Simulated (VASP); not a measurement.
# B4MoRu (Cmmm) in VASP: notebook

B4MoRu is run at these levels: PBE; tasks: relaxation of cell and atoms, single point.

All numbers are computed with VASP 6.6.1; they aren't measurements. Logs are shortened: lines on timing, memory, paths and dates and some standing lists are left out, and cuts for length are marked.

## 1. The cell of the first run

Symmetry: Cmmm, No. 65, orthorhombic system. Conventional cell: a = 4.362 Å, b = 7.561 Å, c = 3.535 Å, α = 90.00°, β = 90.00°, γ = 90.00°. Within 2.9 Å of B (site symmetry m2m) lie 7 B at 2.16 to 2.57 Å and 2 Ru at 2.19 Å and 3 Mo at 2.49 to 2.53 Å. B (site symmetry 2/m) has 6 B at 2.16 to 2.18 Å and 2 Ru at 2.18 Å and 4 Mo at 2.81 Å within 2.9 Å. Within 3.3 Å of Mo (site symmetry mmm) lie 14 B at 2.49 to 2.81 Å and 4 Ru at 2.81 Å. Within 2.9 Å of Ru (site symmetry mmm) lie 8 B at 2.18 to 2.19 Å and 4 Mo at 2.81 Å.

The cell was built from a structure type or drawn by symmetry, and may not be a known phase.

## 2. Relaxation of cell and atoms, PBE

INCAR

```
SYSTEM = B4MoRu
  PREC = Accurate
  ENCUT = 600
  EDIFF = 1E-7
  ISMEAR = 0
  SIGMA = 0.1
  LREAL = .FALSE.
  LASPH = .TRUE.
  NELM = 100
  ALGO = Normal
  ISIF = 3
  LWAVE = .FALSE.
  LCHARG = .FALSE.
  GGA = PE
  IBRION = 2
  NSW = 90
  EDIFFG = -0.04
```

KPOINTS

```
regular mesh
0
G
  4 4 6
  0 0 0
```

POSCAR

```
B4MoRu
1.0
    2.1810780300     -3.7804626600      0.0000000000
    2.1810780300      3.7804626600      0.0000000000
    0.0000000000      0.0000000000      3.5350274900
B Mo Ru
4 1 1
Direct
    0.1700774500      0.8299225500      0.0000000000
    0.8299225500      0.1700774500      0.0000000000
    0.0000000000      0.5000000000      0.5000000000
    0.5000000000      0.0000000000      0.5000000000
    0.5000000000      0.5000000000      0.0000000000
    0.0000000000      0.0000000000      0.5000000000
```

Potentials or basis: VASP PAW PBE potentials, release 64 (B, Mo_sv, Ru_pv).

On the command line:

```bash
$ cat potpaw_PBE.64/B/POTCAR potpaw_PBE.64/Mo_sv/POTCAR potpaw_PBE.64/Ru_pv/POTCAR > POTCAR
$ mpirun -np 1 vasp_std > vasp.out
```

OUTCAR:

```text
SYSTEM = B4MoRu
   PREC = Accurate
   ENCUT = 600
   EDIFF = 1E-7
   ISMEAR = 0
   LREAL = .FALSE.
   LASPH = .TRUE.
   NELM = 100
   ISIF = 3
   GGA = PE
   IBRION = 2
   NSW = 90
   EDIFFG = -0.04

 ion  position               nearest neighbor table
   1  0.170  0.830  0.000-   3 2.16   4 2.16   3 2.16   4 2.16   6 2.19   6 2.19   5 2.49   5 2.53
                             5 2.53
   2  0.830  0.170  0.000-   3 2.16   4 2.16   3 2.16   4 2.16   6 2.19   6 2.19   5 2.49   5 2.53
                             5 2.53
   3  0.000  0.500  0.500-   1 2.16   2 2.16   1 2.16   2 2.16   6 2.18   6 2.18   5 2.81   5 2.81
                             5 2.81   5 2.81
   4  0.500  0.000  0.500-   1 2.16   2 2.16   1 2.16   2 2.16   6 2.18   6 2.18   5 2.81   5 2.81
                             5 2.81   5 2.81
   5  0.500  0.500  0.000-   1 2.49   2 2.49   1 2.53   2 2.53   1 2.53   2 2.53   6 2.81   6 2.81
                             6 2.81   6 2.81   3 2.81   4 2.81   4 2.81   3 2.81   3 2.81   3 2.81
   6  0.000  0.000  0.500-   3 2.18   4 2.18   3 2.18   4 2.18   1 2.19   2 2.19   1 2.19   2 2.19
                             5 2.81   5 2.81   5 2.81   5 2.81

  LATTYP: Found a base centered orthorhombic cell.
 ALAT       =     4.3621560600
 B/A-ratio  =     1.7333000507
 C/A-ratio  =     0.8103853786

  Lattice vectors:

 A1 = (   2.1810780300,  -3.7804626600,   0.0000000000)
 A2 = (   2.1810780300,   3.7804626600,   0.0000000000)
 A3 = (   0.0000000000,   0.0000000000,   3.5350274900)

Analysis of symmetry for initial positions (statically):
=====================================================================
 Subroutine PRICEL returns:
 Original cell was already a primitive cell.

 Routine SETGRP: Setting up the symmetry group for a
 base centered orthorhombic supercell.

 Subroutine GETGRP returns: Found  8 space group operations
 (whereof  8 operations were pure point group operations)
 out of a pool of  8 trial point group operations.

The static configuration has the point symmetry D_2h.

Analysis of symmetry for dynamics (positions and initial velocities):
=====================================================================
 Subroutine PRICEL returns:
 Original cell was already a primitive cell.

 Routine SETGRP: Setting up the symmetry group for a
 base centered orthorhombic supercell.

 Subroutine GETGRP returns: Found  8 space group operations
 (whereof  8 operations were pure point group operations)
 out of a pool of  8 trial point group operations.

The dynamic configuration has the point symmetry D_2h.

 Subroutine INISYM returns: Found  8 space group operations
 (whereof  8 operations are pure point group operations),
 and found     1 'primitive' translations

----------------------------------------------------------------------------------------

                                     Primitive cell

  volume of cell :      58.2960

  direct lattice vectors                    reciprocal lattice vectors
     2.181078030 -3.780462660  0.000000000     0.229244435 -0.132258944  0.000000000
     2.181078030  3.780462660  0.000000000     0.229244435  0.132258944  0.000000000
     0.000000000  0.000000000  3.535027490     0.000000000  0.000000000  0.282883232

  length of vectors
     4.364515929  4.364515929  3.535027490     0.264660989  0.264660989  0.282883232

  position of ions in fractional coordinates (direct lattice)
     0.170077450  0.829922550  0.000000000
     0.829922550  0.170077450  0.000000000
     0.000000000  0.500000000  0.500000000
     0.500000000  0.000000000  0.500000000
     0.500000000  0.500000000  0.000000000
     0.000000000  0.000000000  0.500000000

  ion indices of the primitive-cell ions
   primitive index   ion index
                 1           1
                 2           2
                 3           3
                 4           4
                 5           5
                 6           6

----------------------------------------------------------------------------------------

 KPOINTS: regular mesh

Automatic generation of k-mesh.
 Grid dimensions read from file:
 generate k-points for:    4    4    6

 Generating k-lattice:

  Cartesian coordinates                     Fractional coordinates (reciprocal lattice)
     0.057311109 -0.033064736  0.000000000     0.250000000  0.000000000  0.000000000
     0.057311109  0.033064736  0.000000000     0.000000000  0.250000000  0.000000000
     0.000000000  0.000000000  0.047147205     0.000000000  0.000000000  0.166666667

  Length of vectors
     0.066165247  0.066165247  0.047147205

  Shift w.r.t. Gamma in fractional coordinates (k-lattice)
     0.000000000  0.000000000  0.000000000

 Subroutine IBZKPT returns following result:
 ===========================================

 Found     28 irreducible k-points:

 Following reciprocal coordinates:
            Coordinates               Weight
  0.000000  0.000000  0.000000      1.000000
  0.250000  0.000000  0.000000      4.000000
  0.500000  0.000000  0.000000      2.000000
  0.250000  0.250000  0.000000      2.000000
  0.500000  0.250000  0.000000      4.000000
 -0.250000  0.250000  0.000000      2.000000
[... 16 lines left out ...]
  0.250000  0.000000  0.500000      4.000000
  0.500000  0.000000  0.500000      2.000000
 [... further k-points ...]
   k-points           NKPTS =     28   k-points in BZ     NKDIM =     28   number of bands    NBANDS=     24
   number of dos      NEDOS =    301   number of ions     NIONS =      6
   total plane-waves  NPLWV =  36288
   dimension x,y,z NGX =    36 NGY =   36 NGZ =   28
   dimension x,y,z NGXF=    72 NGYF=   72 NGZF=   56
   ions per type =               4   1   1
   NGX,Y,Z   is equivalent  to a cutoff of  13.71, 13.71, 13.17 a.u.
   NGXF,Y,Z  is equivalent  to a cutoff of  27.43, 27.43, 26.34 a.u.
 SYSTEM =  B4MoRu
   PREC   = accura    normal or accurate (medium, high low for compatibility)
   ISTART =      0    job   : 0-new  1-cont  2-samecut
   ICHARG =      2    charge: 1-file 2-atom 10-const
   ISPIN  =      1    spin polarized calculation?
   LNONCOLLINEAR =      F non collinear calculations
   LSORBIT =      F    spin-orbit coupling
   LASPH  =      T    aspherical Exc in radial PAW
   ENCUT  =  600.0 eV  44.10 Ry    6.64 a.u.   8.72  8.72  7.06*2*pi/ulx,y,z
   NELM   =    100;   NELMIN=  2; NELMDL= -5     # of ELM steps
   EDIFF  = 0.1E-06   stopping-criterion for ELM
   LREAL  =      F    real-space projection
   EDIFFG = -.4E-01   stopping-criterion for IOM
   NSW    =     90    number of steps for IOM
   IBRION =      2    ionic relax: 0-MD 1-quasi-New 2-CG
   NFREE  =      1    steps in history (QN), initial steepest desc. (CG)
   ISIF   =      3    stress and relaxation
   ISYM   =      2    0-nonsym 1-usesym 2-fastsym
   POTIM  = 0.5000    time-step for ionic-motion
   TEBEG  =    0.0;   TEEND  =   0.0 temperature during run
   PSTRESS=    0.0 pullay stress
   NELECT =      40.0000    total number of electrons
   NUPDOWN=      -1.0000    fix difference up-down
   EMIN   =  10.00;   EMAX   =-10.00  energy-range for DOS
   EFERMI =   0.00;   METHOD = LEGACY
   ISMEAR =     0;   SIGMA  =   0.10  broadening in eV -4-tet -1-fermi 0-gaus
   EFERMI_NEDOS =   21; number of points for ismear=-14 and -15
   IALGO  =     38    algorithm
   IMIX   =      4    mixing-type and parameters
     AMIX     =   0.40;   BMIX     =  1.00
     AMIX_MAG =   1.60;   BMIX_MAG =  1.00
  volume/ion in A,a.u.               =       9.72        65.57
  Fermi-wavevector in a.u.,A,eV,Ry     =   1.443938  2.728647 28.367557  2.084957
  Thomas-Fermi vector in A             =   2.562289
   LORBIT       =      0    0 simple, 1 ext, 2 COOP (PROOUT), +10 PAW based schemes
   GGA     = PE    functional components
   LHFCALC =     F    Hartree Fock is set to
   AEXX    =    0.0000 exact exchange contribution
   IVDW    =     0    specifies the selected vdW correction
   LEPSILON=     F    determine dielectric tensor
   LRPA    =     F    only Hartree local field effects (RPA)
 conjugate gradient relaxation of ions
 non-spin polarized calculation
 Gauss-broadening in eV      SIGMA  =   0.10
  energy-cutoff  :      600.00
  volume of cell :       58.30
 maximum number of plane-waves:      1958
 NGX is ok and might be reduce to    36
   NGX = 17   NGY = 17   NGZ = 15

--------------------------------------- Ionic step        1  -------------------------------------------

 number of electron      40.0000002 magnetization

 Free energy of the ion-electron system (eV)
  ---------------------------------------------------
  ext. energy  EPLUGINS =         0.00000000
  ---------------------------------------------------
  free energy    TOTEN  =       -44.19523974 eV

  energy without entropy =      -44.18398465  energy(sigma->0) =      -44.18961219

------------------------ aborting loop because EDIFF is reached ----------------------------------------

  FORCE on cell =-STRESS in cart. coord.  units (eV):
  Direction    XX          YY          ZZ          XY          YZ          ZX
  --------------------------------------------------------------------------------------
  -------------------------------------------------------------------------------------
  Total       -4.2834320     -7.7444674     -5.6102960      0.0000000      0.0000000      0.0000000
  in kB     -117.7235945   -212.8448728   -154.1904271      0.0000000      0.0000000      0.0000000
  external PRESSURE =    -161.5862981 kB  Pullay stress =       0.0000000 kB
[... 101 lines left out ...]
  FREE ENERGIE OF THE ION-ELECTRON SYSTEM (eV)
  ---------------------------------------------------
  free  energy   TOTEN  =       -44.4266956864 eV

  energy  without entropy=      -44.4163178926  energy(sigma->0) =      -44.42150679

[... ionic steps 4 to 10 ...]

--------------------------------------- Ionic step       11  -------------------------------------------

 number of electron      40.0000003 magnetization

------------------------ aborting loop because EDIFF is reached ----------------------------------------
[... 75 lines left out ...]
--------------------------------------- Ionic step       13  -------------------------------------------

 number of electron      40.0000002 magnetization

 Free energy of the ion-electron system (eV)
  ---------------------------------------------------
  ext. energy  EPLUGINS =         0.00000000
  ---------------------------------------------------
  free energy    TOTEN  =       -45.32229226 eV

  energy without entropy =      -45.31020795  energy(sigma->0) =      -45.31625010

 E-fermi :  11.4918     XC(G=0): -13.2716

 val. band max:       11.4843344537   @ k =   0.2500   0.2500   0.0000
 cond. band min:      11.5140522827   @ k =   0.2500   0.0000   0.0000
 fundamental gap:      0.0297178290
 Fermi energy:        11.4918493632

 k-point     1 :       0.0000    0.0000    0.0000
  band No.  band energies     occupation
      1     -50.0184      2.00000
      2     -32.3136      2.00000
      3     -32.0042      2.00000
      4     -31.9692      2.00000
      5     -24.2086      2.00000
      6     -24.0881      2.00000
[... 637 lines left out ...]
     23      13.1146      0.00000
     24      13.4654      0.00000

 [... further k-points ...]

------------------------ aborting loop because EDIFF is reached ----------------------------------------

  FORCE on cell =-STRESS in cart. coord.  units (eV):
  Direction    XX          YY          ZZ          XY          YZ          ZX
  --------------------------------------------------------------------------------------
  -------------------------------------------------------------------------------------
  Total       -0.0212389     -0.0046357     -0.2297056      0.0000000      0.0000000      0.0000000
  in kB       -0.6319964     -0.1379414     -6.8352629      0.0000000      0.0000000      0.0000000
  external PRESSURE =      -2.5350669 kB  Pullay stress =       0.0000000 kB
[... 21 lines left out ...]
  FREE ENERGIE OF THE ION-ELECTRON SYSTEM (eV)
  ---------------------------------------------------
  free  energy   TOTEN  =       -45.3222922625 eV

  energy  without entropy=      -45.3102079472  energy(sigma->0) =      -45.31625010

 reached required accuracy - stopping structural energy minimisation
```

It took 11 min on 1 thread of Intel Xeon 8259CL, shared host; peak memory 0.23 GiB.

Results:

| Quantity | Value |
| --- | --- |
| Free energy | -45.3223 eV |
| Relaxed volume | 8.97 Å³/atom |
| Relaxed cell | a = 4.531 Å, b = 4.531 Å, c = 2.899 Å, α = 90.00°, β = 90.00°, γ = 115.22° |
| Space group after relaxing (to 0.1 Å) | Cmmm (No. 65) |
| Energy gained by relaxing | 187.8 meV/atom |
| Ionic steps | 13 |
| Pressure after relaxing | -0.3 GPa |
| Largest force after relaxing | 0.006 eV/Å |
| Band gap on the k mesh | zero (bands 20 and 21 overlap by 1.24 eV) |

Forces in eV/Å, atoms in the order of the input:
```
B    0.000  0.006  0.000
B    0.000 -0.006  0.000
B    0.000  0.000  0.000
B    0.000  0.000  0.000
Mo   0.000  0.000  0.000
Ru   0.000  0.000  0.000
```

The path:
| step | energy change (eV) | largest force (eV/Å) | pressure (GPa) | volume (Å³) |
| --- | --- | --- | --- | --- |
| 1 | 0.0000 | 0.7943 | -16.16 | 58.30 |
| 2 | 0.1032 | 1.1245 | 28.96 | 50.40 |
| 3 | -0.2315 | 0.9864 | 1.18 | 54.52 |
| 4 | -0.3341 | 0.6809 | 1.08 | 54.28 |
| 5 | -0.4930 | 0.4520 | 3.17 | 53.63 |
| 6 | -0.5514 | 0.4989 | 1.79 | 53.77 |
| 7 | -0.7243 | 0.6198 | -1.39 | 54.13 |
| 8 | -0.9613 | 0.9930 | -5.42 | 54.60 |
| 9 | -1.0695 | 0.8780 | -0.13 | 53.65 |
| 10 | -1.0697 | 0.8794 | 0.12 | 53.62 |
| 11 | -1.1111 | 0.5023 | 0.08 | 53.69 |
| 12 | -1.1256 | 0.0945 | 0.28 | 53.77 |
| 13 | -1.1271 | 0.0064 | -0.25 | 53.84 |

Final structure:
```
B Mo Ru
1.0
     2.42718   -3.82589    0.00000
     2.42718    3.82589    0.00000
     0.00000    0.00000    2.89910
B Mo Ru
4 1 1
Direct
  0.21252 0.78748 0.00000
  0.78748 0.21252 0.00000
  0.00000 0.50000 0.50000
  0.50000 0.00000 0.50000
  0.50000 0.50000 0.00000
  0.00000 0.00000 0.50000
```

Caveat: the k points lie up to 0.38 Å⁻¹ apart in the final cell, too coarse for converged energies and pressures of a metal; a cell axis changed by over 15 % at a fixed basis, so the end point is rough.

(Part 1 of 2 ends here.)
